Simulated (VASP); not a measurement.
# CaO in VASP: settings compared, part 2 of 2

VASP 6.6.1.

## (4) Single point, PBE (atom 1 (Ca) moved 0.05 Å along y)

Input file INCAR:

```
SYSTEM = CaO
  PREC = Accurate
  ENCUT = 520
  EDIFF = 1E-7
  ISMEAR = 0
  SIGMA = 0.05
  LREAL = .FALSE.
  LASPH = .TRUE.
  NELM = 60
  ALGO = Normal
  ISIF = 2
  LWAVE = .FALSE.
  LCHARG = .FALSE.
  GGA = PE
  NBANDS = 15
```

Input file KPOINTS:

```
Automatic mesh
0
G
  12 12 12
  0 0 0
```

Input file POSCAR:

```
CaO
1.0
    0.0000000000      2.4154225699      2.4154225699
    2.4154225699      0.0000000000      2.4154225699
    2.4154225699      2.4154225699      0.0000000000
Ca O
1 1
Direct
    0.5103501558      0.4896498442      0.5103501558
    0.0000000000      0.0000000000      0.0000000000
```

Potentials or basis: VASP PAW PBE potentials, release 64 (Ca_sv, O).

The run is started by

```bash
$ cat potpaw_PBE.64/Ca_sv/POTCAR potpaw_PBE.64/O/POTCAR > POTCAR
$ mpirun -np 1 vasp_std > vasp.out
```

OUTCAR:

```text
SYSTEM = CaO
   PREC = Accurate
   ENCUT = 520
   EDIFF = 1E-7
   ISMEAR = 0
   LREAL = .FALSE.
   LASPH = .TRUE.
   NELM = 60
   ISIF = 2
   GGA = PE

 ion  position               nearest neighbor table
   1  0.510  0.490  0.510-   2 2.37   2 2.42   2 2.42   2 2.42   2 2.42   2 2.47
   2  0.000  0.000  0.000-   1 2.37   1 2.42   1 2.42   1 2.42   1 2.42   1 2.47

  LATTYP: Found a face centered cubic cell.
 ALAT       =     4.8308451398

  Lattice vectors:

 A1 = (   0.0000000000,   2.4154225699,   2.4154225699)
 A2 = (   2.4154225699,   0.0000000000,   2.4154225699)
 A3 = (   2.4154225699,   2.4154225699,   0.0000000000)

Analysis of symmetry for initial positions (statically):
=====================================================================
 Subroutine PRICEL returns:
 Original cell was already a primitive cell.

 Routine SETGRP: Setting up the symmetry group for a
 face centered cubic supercell.

 Subroutine GETGRP returns: Found  8 space group operations
 (whereof  8 operations were pure point group operations)
 out of a pool of 48 trial point group operations.

The static configuration has the point symmetry C_4v.

Analysis of symmetry for dynamics (positions and initial velocities):
=====================================================================
 Subroutine PRICEL returns:
 Original cell was already a primitive cell.

 Routine SETGRP: Setting up the symmetry group for a
 face centered cubic supercell.

 Subroutine GETGRP returns: Found  8 space group operations
 (whereof  8 operations were pure point group operations)
 out of a pool of 48 trial point group operations.

The dynamic configuration has the point symmetry C_4v.

 Subroutine INISYM returns: Found  8 space group operations
 (whereof  8 operations are pure point group operations),
 and found     1 'primitive' translations

----------------------------------------------------------------------------------------

[... 116 lines left out ...]
   LORBIT       =      0    0 simple, 1 ext, 2 COOP (PROOUT), +10 PAW based schemes
   GGA     = PE    functional components
   LHFCALC =     F    Hartree Fock is set to
   AEXX    =    0.0000 exact exchange contribution
   IVDW    =     0    specifies the selected vdW correction
   LEPSILON=     F    determine dielectric tensor
   LRPA    =     F    only Hartree local field effects (RPA)
 non-spin polarized calculation
 Gauss-broadening in eV      SIGMA  =   0.05
  energy-cutoff  :      520.00
  volume of cell :       28.18
 maximum number of plane-waves:       769
 NGX is ok and might be reduce to    28

 number of electron      15.9999997 magnetization

 Free energy of the ion-electron system (eV)
  ---------------------------------------------------
  ext. energy  EPLUGINS =         0.00000000
  ---------------------------------------------------
  free energy    TOTEN  =       -12.80167365 eV

  energy without entropy =      -12.80167365  energy(sigma->0) =      -12.80167365

 E-fermi :   2.5196     XC(G=0): -10.4008

 val. band max:        2.2558054363   @ k =   0.0000   0.0000   0.0000
 cond. band min:       5.9043164093   @ k =   0.5000   0.0000   0.5000
 fundamental gap:      3.6485109730
 Fermi energy:         2.5196323576

 k-point     1 :       0.0000    0.0000    0.0000
  band No.  band energies     occupation
      1     -35.4324      2.00000
      2     -16.2096      2.00000
      3     -16.2072      2.00000
      4     -16.2072      2.00000
      5     -13.2382      2.00000
      6       2.2554      2.00000
      7       2.2558      2.00000
      8       2.2558      2.00000
      9       6.8519      0.00000
     10       8.4540      0.00000
     11       8.4641      0.00000
     12       8.4641      0.00000
     13       9.9312      0.00000
     14       9.9488      0.00000
[... 401 lines left out ...]
      2     -16.8843      2.00000
      3     -16.2839      2.00000
      4     -16.2272      2.00000
      5     -12.5067      2.00000
      6       0.5013      2.00000
      7       1.4176      2.00000
      8       1.6306      2.00000
      9       8.4190      0.00000
     10       9.2652      0.00000
     11       9.4378      0.00000
     12       9.9737      0.00000
     13      11.2927      0.00000
     14      11.6830      0.00000
     15      17.9106      0.00000

 [... further k-points ...]
[... 5 lines left out ...]
  --------------------------------------------------------------------------------------
  -------------------------------------------------------------------------------------
  Total        0.0926672      0.1570949      0.0926672      0.0000000      0.0000000     -0.0000000
  in kB        5.2677748      8.9302427      5.2677748      0.0000000      0.0000000     -0.0000000
  external PRESSURE =       6.4885974 kB  Pullay stress =       0.0000000 kB

 VOLUME and BASIS-vectors are now :
 -----------------------------------------------------------------------------
  energy-cutoff  :      520.00
  volume of cell :       28.18
      direct lattice vectors                 reciprocal lattice vectors
     0.000000000  2.415422570  2.415422570    -0.207003117  0.207003117  0.207003117
     2.415422570  0.000000000  2.415422570     0.207003117 -0.207003117  0.207003117
     2.415422570  2.415422570  0.000000000     0.207003117  0.207003117 -0.207003117

 POSITION                                       TOTAL-FORCE (eV/Angst)
 -----------------------------------------------------------------------------------
      2.41542      2.46542      2.41542         0.000000     -0.146803      0.000000
      0.00000      0.00000      0.00000         0.000000      0.146803      0.000000
 -----------------------------------------------------------------------------------
    total drift:                                0.000000      0.000080      0.000000

  FREE ENERGIE OF THE ION-ELECTRON SYSTEM (eV)
  ---------------------------------------------------
  free  energy   TOTEN  =       -12.8016736493 eV

  energy  without entropy=      -12.8016736493  energy(sigma->0) =      -12.80167365
```

OSZICAR:

```text
N       E                     dE             d eps       ncg     rms          rms(c)
DAV:   1     0.111859053467E+03    0.11186E+03   -0.80378E+03  4890   0.107E+03
DAV:   2    -0.856231171542E+01   -0.12042E+03   -0.11203E+03  6010   0.283E+02
DAV:   3    -0.143748278111E+02   -0.58125E+01   -0.57657E+01  7635   0.573E+01
DAV:   4    -0.145136301808E+02   -0.13880E+00   -0.13872E+00  6110   0.621E+00
DAV:   5    -0.145148198976E+02   -0.11897E-02   -0.11895E-02  6231   0.551E-01    0.856E+00
DAV:   6    -0.128827025899E+02    0.16321E+01   -0.51804E+00  5521   0.220E+01    0.364E+00
DAV:   7    -0.128049897590E+02    0.77713E-01   -0.40983E-01  5389   0.660E+00    0.181E+00
DAV:   8    -0.128024291556E+02    0.25606E-02   -0.76143E-02  6339   0.298E+00    0.415E-01
DAV:   9    -0.128010253601E+02    0.14038E-02   -0.44395E-03  5079   0.554E-01    0.111E-01
DAV:  10    -0.128016959263E+02   -0.67057E-03   -0.73931E-04  6096   0.242E-01    0.427E-02
DAV:  11    -0.128016735390E+02    0.22387E-04   -0.48146E-05  5871   0.822E-02    0.679E-03
DAV:  12    -0.128016735859E+02   -0.46842E-07   -0.74242E-06  5695   0.236E-02    0.311E-03
DAV:  13    -0.128016736493E+02   -0.63411E-07   -0.22296E-07  6228   0.489E-03
   1 F= -.12801674E+02 E0= -.12801674E+02  d E =-.385348E-16
```

stdout:

```text
POSCAR found type information on POSCAR CaO
 POSCAR found :  2 types and       2 ions
 scaLAPACK will be used
 LDA part: xc-table for (Slater+PW92), standard interpolation
 POSCAR, INCAR and KPOINTS ok, starting setup
 FFT: planning ... GRIDC
 FFT: planning ... GRID_SOFT
 FFT: planning ... GRID
 WAVECAR not read
 entering main loop
```

Wall time 40 s (1 thread of Intel Xeon Platinum 8488C (Sapphire Rapids), shared host); peak memory 0.21 GiB.

Results:

| Item | Value |
| --- | --- |
| Free energy | -12.8017 eV |
| Pressure | 0.6 GPa |
| Largest force | 0.147 eV/Å |
| Band gap on the k mesh | 3.65 eV, indirect (least direct gap 4.02 eV) |

Forces on the atoms (eV/Å):
```
Ca   0.000 -0.147  0.000
O    0.000  0.147  0.000
```

Stress tensor (GPa, compression positive):
```
0.53 0.00 0.00
0.00 0.89 0.00
0.00 0.00 0.53
```

Caveat: the cell differs from its parent crystal (atom 1 (Ca) moved 0.05 Å along y).

## (5) Summary

| level | cell | gap on the mesh (eV) | pressure (GPa) |
| --- | --- | --- | --- |
| r2SCAN | a = 3.416 Å, angles 60.0°, 2 atoms | 4.19 | -1.5 |
| PBE | a = 3.399, b = 3.416 Å, angles 59.8, 60.3, 59.8°, 2 atoms | 3.60 | 1.7 |
| PBE | a = 3.416 Å, angles 60.0°, 2 atoms | 3.65 | 0.6 |

Some of these runs hold the atoms at other places in the same cell, which the table doesn't show; runs alike in all that it shows share one row.

Alike in all rows: task single point; potentials or basis VASP PAW PBE potentials, release 64 (Ca_sv, O); no spin polarisation; k mesh 12 × 12 × 12; cutoff (eV) 520; smearing gaussian 0.05 eV.

Caveats: the PAW data sets were made with another functional, which shifts forces and pressure a little (some runs).

Total energies depend on the potentials used, so only differences within one code and one set of settings carry meaning.
